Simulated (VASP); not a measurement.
# Sr2C (Fm-3m) in VASP: a series of runs

The runs below take Sr2C through single point, with PBE.

Program: VASP 6.6.1. These are calculated values, not measurements. Logs are shortened: lines on timing, memory, paths and dates and some standing lists are left out, and cuts for length are marked.

### Step 1. The cell of the first run

It takes space group Fm-3m (No. 225, cubic). Conventional cell: a = 6.603 Å, b = 6.603 Å, c = 6.603 Å, α = 90.00°, β = 90.00°, γ = 90.00°. Within 3.8 Å of C (site symmetry m-3m) lie 8 Sr at 2.86 Å. Within 3.8 Å of Sr (site symmetry -43m) lie 4 C at 2.86 Å and 6 Sr at 3.30 Å.

### Step 2. Single point, PBE (volume changed by -6%)

Input file INCAR:

```
SYSTEM = Sr2C
PREC = Accurate ; ENCUT = 520
EDIFF = 1E-6 ; ISMEAR = -1
SIGMA = 0.02 ; LREAL = .False.
LASPH = .True. ; NELM = 60
ALGO = Normal ; ISIF = 2
LWAVE = .False. ; LCHARG = .False.
GGA = PE ; NBANDS = 19
```

Input file KPOINTS:

```
regular mesh
0
Gamma
  6 6 6
  0 0 0
```

Input file POSCAR:

```
Sr2C
1.0
    0.0000000000      3.3012887069      3.3012887069
    3.3012887069      0.0000000000      3.3012887069
    3.3012887069      3.3012887069      0.0000000000
C Sr
1 2
Direct
    0.0000000000      0.0000000000      0.0000000000
    0.2500000000      0.2500000000      0.2500000000
    0.7500000000      0.7500000000      0.7500000000
```

Potentials or basis: VASP PAW PBE potentials, release 64 (C, Sr_sv).

Launch:

```
$ cat potpaw_PBE.64/C/POTCAR potpaw_PBE.64/Sr_sv/POTCAR > POTCAR
$ mpirun -np 1 vasp_std > vasp.out
```

OUTCAR:

```text
SYSTEM = Sr2C
   PREC = Accurate
   ENCUT = 520
   EDIFF = 1E-6
   ISMEAR = -1
   LREAL = .False.
   LASPH = .True.
   NELM = 60
   ISIF = 2
   GGA = PE

 ion  position               nearest neighbor table
   1  0.000  0.000  0.000-   2 2.86   3 2.86   3 2.86   3 2.86   3 2.86   2 2.86   2 2.86   2 2.86

   2  0.250  0.250  0.250-   1 2.86   1 2.86   1 2.86   1 2.86   3 3.30   3 3.30   3 3.30   3 3.30
                             3 3.30   3 3.30
   3  0.750  0.750  0.750-   1 2.86   1 2.86   1 2.86   1 2.86   2 3.30   2 3.30   2 3.30   2 3.30
                             2 3.30   2 3.30

  LATTYP: Found a face centered cubic cell.
 ALAT       =     6.6025774138

  Lattice vectors:

 A1 = (   0.0000000000,   3.3012887069,   3.3012887069)
 A2 = (   3.3012887069,   0.0000000000,   3.3012887069)
 A3 = (   3.3012887069,   3.3012887069,   0.0000000000)

Analysis of symmetry for initial positions (statically):
=====================================================================
 Subroutine PRICEL returns:
 Original cell was already a primitive cell.

 Routine SETGRP: Setting up the symmetry group for a
 face centered cubic supercell.

 Subroutine GETGRP returns: Found 48 space group operations
 (whereof 48 operations were pure point group operations)
 out of a pool of 48 trial point group operations.

The static configuration has the point symmetry O_h .

Analysis of symmetry for dynamics (positions and initial velocities):
=====================================================================
 Subroutine PRICEL returns:
 Original cell was already a primitive cell.

 Routine SETGRP: Setting up the symmetry group for a
 face centered cubic supercell.

 Subroutine GETGRP returns: Found 48 space group operations
 (whereof 48 operations were pure point group operations)
 out of a pool of 48 trial point group operations.

The dynamic configuration has the point symmetry O_h .

 Subroutine INISYM returns: Found 48 space group operations
 (whereof 48 operations are pure point group operations),
 and found     1 'primitive' translations

----------------------------------------------------------------------------------------

                                     Primitive cell

  volume of cell :      71.9582

  direct lattice vectors                    reciprocal lattice vectors
     0.000000000  3.301288707  3.301288707    -0.151456005  0.151456005  0.151456005
     3.301288707  0.000000000  3.301288707     0.151456005 -0.151456005  0.151456005
     3.301288707  3.301288707  0.000000000     0.151456005  0.151456005 -0.151456005

  length of vectors
     4.668727263  4.668727263  4.668727263     0.262329496  0.262329496  0.262329496

  position of ions in fractional coordinates (direct lattice)
     0.000000000  0.000000000  0.000000000
     0.250000000  0.250000000  0.250000000
     0.750000000  0.750000000  0.750000000

  ion indices of the primitive-cell ions
   primitive index   ion index
                 1           1
                 2           2
                 3           3

----------------------------------------------------------------------------------------

 KPOINTS: regular mesh

Automatic generation of k-mesh.
 Grid dimensions read from file:
 generate k-points for:    6    6    6

 Generating k-lattice:

  Cartesian coordinates                     Fractional coordinates (reciprocal lattice)
    -0.025242668  0.025242668  0.025242668     0.166666667  0.000000000  0.000000000
     0.025242668 -0.025242668  0.025242668     0.000000000  0.166666667  0.000000000
     0.025242668  0.025242668 -0.025242668     0.000000000  0.000000000  0.166666667

  Length of vectors
     0.043721583  0.043721583  0.043721583

  Shift w.r.t. Gamma in fractional coordinates (k-lattice)
     0.000000000  0.000000000  0.000000000

 Subroutine IBZKPT returns following result:
 ===========================================

 Found     16 irreducible k-points:

 Following reciprocal coordinates:
            Coordinates               Weight
  0.000000  0.000000  0.000000      1.000000
  0.166667  0.000000  0.000000      8.000000
  0.333333  0.000000  0.000000      8.000000
  0.500000  0.000000  0.000000      4.000000
  0.166667  0.166667  0.000000      6.000000
  0.333333  0.166667  0.000000     24.000000
[... 8 lines left out ...]
 -0.333333  0.333333  0.166667     24.000000
 -0.333333  0.500000  0.166667     12.000000
   k-points           NKPTS =     16   k-points in BZ     NKDIM =     16   number of bands    NBANDS=     19
   number of dos      NEDOS =    301   number of ions     NIONS =      3
   total plane-waves  NPLWV =  46656
   dimension x,y,z NGX =    36 NGY =   36 NGZ =   36
   dimension x,y,z NGXF=    72 NGYF=   72 NGZF=   72
   ions per type =               1   2
   NGX,Y,Z   is equivalent  to a cutoff of  12.82, 12.82, 12.82 a.u.
   NGXF,Y,Z  is equivalent  to a cutoff of  25.64, 25.64, 25.64 a.u.
 SYSTEM =  Sr2C
   PREC   = accura    normal or accurate (medium, high low for compatibility)
   ISTART =      0    job   : 0-new  1-cont  2-samecut
   ICHARG =      2    charge: 1-file 2-atom 10-const
   ISPIN  =      1    spin polarized calculation?
   LNONCOLLINEAR =      F non collinear calculations
   LSORBIT =      F    spin-orbit coupling
   LASPH  =      T    aspherical Exc in radial PAW
   ENCUT  =  520.0 eV  38.22 Ry    6.18 a.u.   8.68  8.68  8.68*2*pi/ulx,y,z
   NELM   =     60;   NELMIN=  2; NELMDL= -5     # of ELM steps
   EDIFF  = 0.1E-05   stopping-criterion for ELM
   LREAL  =      F    real-space projection
   EDIFFG = 0.1E-04   stopping-criterion for IOM
   NSW    =      0    number of steps for IOM
   IBRION =     -1    ionic relax: 0-MD 1-quasi-New 2-CG
   NFREE  =      0    steps in history (QN), initial steepest desc. (CG)
   ISIF   =      2    stress and relaxation
   ISYM   =      2    0-nonsym 1-usesym 2-fastsym
   POTIM  = 0.5000    time-step for ionic-motion
   TEBEG  =    0.0;   TEEND  =   0.0 temperature during run
   PSTRESS=    0.0 pullay stress
   NELECT =      24.0000    total number of electrons
   NUPDOWN=      -1.0000    fix difference up-down
   EMIN   =  10.00;   EMAX   =-10.00  energy-range for DOS
   EFERMI =   0.00;   METHOD = LEGACY
   ISMEAR =    -1;   SIGMA  =   0.02  broadening in eV -4-tet -1-fermi 0-gaus
   EFERMI_NEDOS =   21; number of points for ismear=-14 and -15
   IALGO  =     38    algorithm
   IMIX   =      4    mixing-type and parameters
     AMIX     =   0.40;   BMIX     =  1.00
     AMIX_MAG =   1.60;   BMIX_MAG =  1.00
  volume/ion in A,a.u.               =      23.99       161.87
  Fermi-wavevector in a.u.,A,eV,Ry     =   1.135320  2.145444 17.537259  1.288952
  Thomas-Fermi vector in A             =   2.272025
   LORBIT       =      0    0 simple, 1 ext, 2 COOP (PROOUT), +10 PAW based schemes
   GGA     = PE    functional components
   LHFCALC =     F    Hartree Fock is set to
   AEXX    =    0.0000 exact exchange contribution
   IVDW    =     0    specifies the selected vdW correction
   LEPSILON=     F    determine dielectric tensor
   LRPA    =     F    only Hartree local field effects (RPA)
 non-spin polarized calculation
  energy-cutoff  :      520.00
  volume of cell :       71.96
 maximum number of plane-waves:      1964
   NGX = 17   NGY = 17   NGZ = 17

 number of electron      24.0000000 magnetization

 Free energy of the ion-electron system (eV)
  ---------------------------------------------------
  ext. energy  EPLUGINS =         0.00000000
  ---------------------------------------------------
  free energy    TOTEN  =       -10.58359637 eV

  energy without entropy =      -10.58263053  energy(sigma->0) =      -10.58311345

 E-fermi :   3.2689     XC(G=0):  -9.3610

 val. band max:        3.1565960470   @ k =   0.5000   0.5000   0.0000
 cond. band min:       3.2719618195   @ k =   0.5000   0.5000   0.0000
 fundamental gap:      0.1153657725
 Fermi energy:         3.2688706808

 k-point     1 :       0.0000    0.0000    0.0000
  band No.  band energies     occupation
      1     -32.0524      2.00000
      2     -31.7242      2.00000
      3     -14.3356      2.00000
      4     -14.3356      2.00000
      5     -14.3356      2.00000
      6     -13.5921      2.00000
[... 11 lines left out ...]
     18       8.6020      0.00000
     19      11.1472      0.00000

 k-point     2 :       0.1667    0.0000    0.0000
  band No.  band energies     occupation
      1     -32.0298      2.00000
      2     -31.7455      2.00000
      3     -14.3124      2.00000
      4     -14.2949      2.00000
      5     -14.2949      2.00000
      6     -13.6844      2.00000
[... 11 lines left out ...]
     18       8.4686      0.00000
     19      11.0378      0.00000

 k-point     3 :       0.3333    0.0000    0.0000
  band No.  band energies     occupation
      1     -31.9684      2.00000
      2     -31.8043      2.00000
      3     -14.2381      2.00000
      4     -14.1777      2.00000
      5     -14.1777      2.00000
      6     -13.8909      2.00000
[... 11 lines left out ...]
     18       7.9929      0.00000
     19       9.1889      0.00000

 k-point     4 :       0.5000    0.0000    0.0000
  band No.  band energies     occupation
      1     -31.8857      2.00000
      2     -31.8856      2.00000
      3     -14.1222      2.00000
      4     -14.0702      2.00000
      5     -14.0088      2.00000
      6     -14.0088      2.00000
[... 231 lines left out ...]
     18       8.3035      0.00000
     19       9.1386      0.00000

 k-point    15 :      -0.3333    0.3333    0.1667
  band No.  band energies     occupation
      1     -31.8839      2.00000
      2     -31.8839      2.00000
      3     -14.5785      2.00000
      4     -14.5309      2.00000
      5     -14.0251      2.00000
      6     -14.0238      2.00000
[... 11 lines left out ...]
     18       8.2506      0.00000
     19       9.1214      0.00000

 k-point    16 :      -0.3333    0.5000    0.1667
  band No.  band energies     occupation
      1     -31.9105      2.00000
      2     -31.8559      2.00000
      3     -14.6952      2.00000
      4     -14.5709      2.00000
      5     -14.2739      2.00000
      6     -13.7574      2.00000
[... 11 lines left out ...]
     18       7.9297      0.00000
     19       9.1904      0.00000

------------------------ aborting loop because EDIFF is reached ----------------------------------------

  FORCE on cell =-STRESS in cart. coord.  units (eV):
  Direction    XX          YY          ZZ          XY          YZ          ZX
  --------------------------------------------------------------------------------------
  -------------------------------------------------------------------------------------
  Total        1.2507161      1.2507161      1.2507161     -0.0000000      0.0000000     -0.0000000
  in kB       27.8476674     27.8476674     27.8476674     -0.0000000      0.0000000     -0.0000000
  external PRESSURE =      27.8476674 kB  Pullay stress =       0.0000000 kB

 VOLUME and BASIS-vectors are now :
 -----------------------------------------------------------------------------
  energy-cutoff  :      520.00
  volume of cell :       71.96
      direct lattice vectors                 reciprocal lattice vectors
     0.000000000  3.301288707  3.301288707    -0.151456005  0.151456005  0.151456005
     3.301288707  0.000000000  3.301288707     0.151456005 -0.151456005  0.151456005
     3.301288707  3.301288707  0.000000000     0.151456005  0.151456005 -0.151456005

 POSITION                                       TOTAL-FORCE (eV/Angst)
 -----------------------------------------------------------------------------------
      0.00000      0.00000      0.00000        -0.000000      0.000000      0.000000
      1.65064      1.65064      1.65064        -0.000000     -0.000000     -0.000000
      4.95193      4.95193      4.95193         0.000000      0.000000      0.000000
 -----------------------------------------------------------------------------------
    total drift:                                0.000000      0.000000      0.000000

  FREE ENERGIE OF THE ION-ELECTRON SYSTEM (eV)
  ---------------------------------------------------
  free  energy   TOTEN  =       -10.5835963650 eV

  energy  without entropy=      -10.5826305324  energy(sigma->0) =      -10.58311345
```

Run time: 48 s. Hardware: 1 thread of AMD EPYC 7R13, shared host; peak memory 0.18 GiB.

What came out:

* Free energy: -10.5836 eV
* Pressure: 2.8 GPa
* Band gap on the k mesh: zero (filled and empty bands touch)

Caveat: the cell differs from its parent crystal (volume changed by -6%).

### Step 3. Single point, PBE (volume changed by -3%)

Input file INCAR:

```
ALGO = Normal
EDIFF = 1E-7
ENCUT = 520
GGA = PE
ISIF = 2
ISMEAR = -1
LASPH = T
LCHARG = F
LREAL = F
LWAVE = F
NBANDS = 19
NELM = 80
PREC = Accurate
SIGMA = 0.02
```

Input file KPOINTS:

```
k-points
0
Gamma
  6 6 6
```

Input file POSCAR:

```
Sr2C
1.0
    0.0000000000      3.3360416683      3.3360416683
    3.3360416683      0.0000000000      3.3360416683
    3.3360416683      3.3360416683      0.0000000000
C Sr
1 2
Direct
    0.0000000000      0.0000000000      0.0000000000
    0.2500000000      0.2500000000      0.2500000000
    0.7500000000      0.7500000000      0.7500000000
```

Potentials or basis: VASP PAW PBE potentials, release 64 (C, Sr_sv).

Launch:

```
$ cat potpaw_PBE.64/C/POTCAR potpaw_PBE.64/Sr_sv/POTCAR > POTCAR
$ mpirun -np 1 vasp_std > vasp.out
```

Wall time 60 s (1 thread of AMD EPYC 7R13, shared host); peak memory 0.18 GiB.

It converged, with:

```yaml
Free_energy: -10.6136 eV
Pressure: 1.4 GPa
Band_gap_on_the_k_mesh: zero (band 12 reaches 3.10 eV, above the bottom of band 13 at 3.06 eV)
```

Levels at points of the mesh, in eV from the Fermi level:
```tsv
k point	band 8	band 9	band 10	band 11	band 12	band 13	band 14	band 15	band 16	band 17
(0.00, 0.00, 0.00)	-16.92	-8.30	-1.46	-1.46	-1.46	-0.03	1.28	1.28	5.23	5.23
(0.50, 0.00, 0.00)	-17.29	-7.75	-1.62	-0.60	-0.60	1.99	2.73	2.73	3.72	4.51
(0.50, 0.50, 0.00)	-16.73	-7.69	-2.03	-0.08	0.01	0.01	2.11	2.26	4.74	4.74
```

Caveat: the cell differs from its parent crystal (volume changed by -3%).

### Step 4. Single point, PBE

This run uses another cell than the first one, of 25.29 Å³/atom, 1.054 times its volume.

Input file INCAR:

```
PREC = Accurate
ENCUT = 520
EDIFF = 1E-6
ISMEAR = -1
SIGMA = 0.02
LREAL = False
LASPH = True
NELM = 80
ALGO = Normal
ISIF = 2
LWAVE = False
LCHARG = True
GGA = PE
LELF = True
LVHAR = True
NBANDS = 19
```

Input file KPOINTS:

```
regular mesh
0
Gamma
  6 6 6
```

Input file POSCAR:

```
Sr2C
1.0
    0.0000000000      3.3601424432      3.3601424432
    3.3601424432      0.0000000000      3.3601424432
    3.3601424432      3.3601424432      0.0000000000
C Sr
1 2
Direct
    0.0000000000      0.0000000000      0.0000000000
    0.2500000000      0.2500000000      0.2500000000
    0.7500000000      0.7500000000      0.7500000000
```

Launch:

```
$ cat potpaw_PBE.64/C/POTCAR potpaw_PBE.64/Sr_sv/POTCAR > POTCAR
$ mpirun -np 1 vasp_std > vasp.out
```

It took 60 s on 1 thread of AMD EPYC 7R13, shared host; peak memory 0.17 GiB.

The run converged. Its results:

```yaml
Free_energy: -10.6236 eV
Pressure: 0.6 GPa
Band_gap_on_the_k_mesh: zero (band 12 reaches 2.99 eV, above the bottom of band 13 at 2.89 eV)
```

Levels at points of the mesh, in eV from the Fermi level:
```
           k point  band 9  band 10  band 11  band 12  band 13  band 14  band 15  band 16
(0.00, 0.00, 0.00)   -8.25    -1.40    -1.40    -1.40    -0.09     1.30     1.30     5.14
(0.50, 0.00, 0.00)   -7.73    -1.62    -0.57    -0.57     1.99     2.70     2.70     3.59
(0.50, 0.50, 0.00)   -7.67    -2.01    -0.07     0.01     0.01     2.08     2.25     4.67
```

### Step 5. Single point, PBE

This run uses another cell than the first one, of 25.52 Å³/atom, 1.064 times its volume.

Input file INCAR:

```
PREC = Accurate
ENCUT = 520
EDIFF = 1E-6
ISMEAR = -1
SIGMA = 0.02
LREAL = F
LASPH = T
NELM = 100
ALGO = Normal
ISIF = 2
LWAVE = F
LCHARG = T
GGA = PE
LELF = T
LVHAR = T
NBANDS = 19
```

Input file KPOINTS:

```
Automatic mesh
0
Gamma
  6 6 6
```

Input file POSCAR:

```
Sr2C
1.0
    0.0000000000      3.3700852611      3.3700852611
    3.3700852611      0.0000000000      3.3700852611
    3.3700852611      3.3700852611      0.0000000000
C Sr
1 2
Direct
    0.0000000000      0.0000000000      0.0000000000
    0.2500000000      0.2500000000      0.2500000000
    0.7500000000      0.7500000000      0.7500000000
```

Launch:

```
$ cat potpaw_PBE.64/C/POTCAR potpaw_PBE.64/Sr_sv/POTCAR > POTCAR
$ mpirun -np 1 vasp_std > vasp.out
```

It took 48 s on 1 thread of AMD EPYC 7R13, shared host; peak memory 0.18 GiB.

The run converged. Its results:

```yaml
Free_energy: -10.6254 eV
Pressure: 0.2 GPa
Band_gap_on_the_k_mesh: zero (band 12 reaches 2.94 eV, above the bottom of band 13 at 2.83 eV)
```

Levels at points of the mesh, in eV from the Fermi level:
```tsv
k point	band 8	band 9	band 10	band 11	band 12	band 13	band 14	band 15	band 16	band 17
(0.00, 0.00, 0.00)	-17.00	-8.24	-1.37	-1.37	-1.37	-0.11	1.31	1.31	5.11	5.11
(0.50, 0.00, 0.00)	-17.34	-7.73	-1.63	-0.56	-0.56	1.99	2.69	2.69	3.53	4.42
(0.50, 0.50, 0.00)	-16.82	-7.66	-2.00	-0.06	0.01	0.01	2.06	2.25	4.64	4.64
```

### Step 6. Single point, PBE (volume changed by +3%)

Input file INCAR:

```
SYSTEM = Sr2C
PREC     = Accurate       ! precision mode
ENCUT    = 520            ! plane-wave cutoff, eV
EDIFF    = 1E-6           ! SCF threshold, eV
ISMEAR   = -1             ! smearing method
SIGMA    = 0.02           ! smearing width, eV
LREAL    = .FALSE.        ! projectors in reciprocal space
LASPH    = .TRUE.         ! aspherical terms in the spheres
NELM     = 80             ! most SCF steps
ALGO     = Normal         ! electronic algorithm
ISIF     = 2              ! what is computed and relaxed
LWAVE    = .FALSE.        ! write WAVECAR
LCHARG   = .TRUE.         ! write CHGCAR
GGA      = PE             ! functional
LELF     = .TRUE.         ! ELF
LVHAR    = .TRUE.       
NBANDS   = 19             ! bands
```

Input file KPOINTS:

```
regular mesh
0
G
  6 6 6
  0 0 0
```

Input file POSCAR:

```
Sr2C
1.0
    0.0000000000      3.4034546120      3.4034546120
    3.4034546120      0.0000000000      3.4034546120
    3.4034546120      3.4034546120      0.0000000000
C Sr
1 2
Direct
    0.0000000000      0.0000000000      0.0000000000
    0.2500000000      0.2500000000      0.2500000000
    0.7500000000      0.7500000000      0.7500000000
```

Potentials or basis: VASP PAW PBE potentials, release 64 (C, Sr_sv).

Launch:

```
$ cat potpaw_PBE.64/C/POTCAR potpaw_PBE.64/Sr_sv/POTCAR > POTCAR
$ mpirun -np 1 vasp_std > vasp.out
```

Wall time 47 s (1 thread of AMD EPYC 7R13, shared host); peak memory 0.18 GiB.

The run converged. Its results:

- Free energy: -10.6220 eV
- Pressure: -0.7 GPa
- Band gap on the k mesh: zero (band 12 reaches 2.80 eV, above the bottom of band 13 at 2.61 eV)

Levels at points of the mesh, in eV from the Fermi level:
```tsv
k point	band 8	band 9	band 10	band 11	band 12	band 13	band 14	band 15	band 16	band 17
(0.00, 0.00, 0.00)	-17.08	-8.18	-1.30	-1.30	-1.30	-0.19	1.32	1.32	4.99	4.99
(0.50, 0.00, 0.00)	-17.40	-7.70	-1.64	-0.54	-0.54	1.97	2.64	2.64	3.35	4.32
(0.50, 0.50, 0.00)	-16.92	-7.63	-1.98	-0.05	0.00	0.00	2.00	2.23	4.54	4.54
```

Caveat: the cell differs from its parent crystal (volume changed by +3%).

### Step 7. Summary

| cell | gap on the mesh (eV) | pressure (GPa) |
| --- | --- | --- |
| a = 4.669 Å, angles 60.0°, 3 atoms | none | 2.8 |
| a = 4.718 Å, angles 60.0°, 3 atoms | none | 1.4 |
| a = 4.752 Å, angles 60.0°, 3 atoms | none | 0.6 |
| a = 4.766 Å, angles 60.0°, 3 atoms | none | 0.2 |
| a = 4.813 Å, angles 60.0°, 3 atoms | none | -0.7 |

Alike in all rows: task single point; level PBE; potentials or basis VASP PAW PBE potentials, release 64 (C, Sr_sv); no spin polarisation; k mesh 6 × 6 × 6; cutoff (eV) 520; smearing fermi-dirac 0.02 eV.

Total energies depend on the potentials used, so only differences within one code and one set of settings carry meaning.
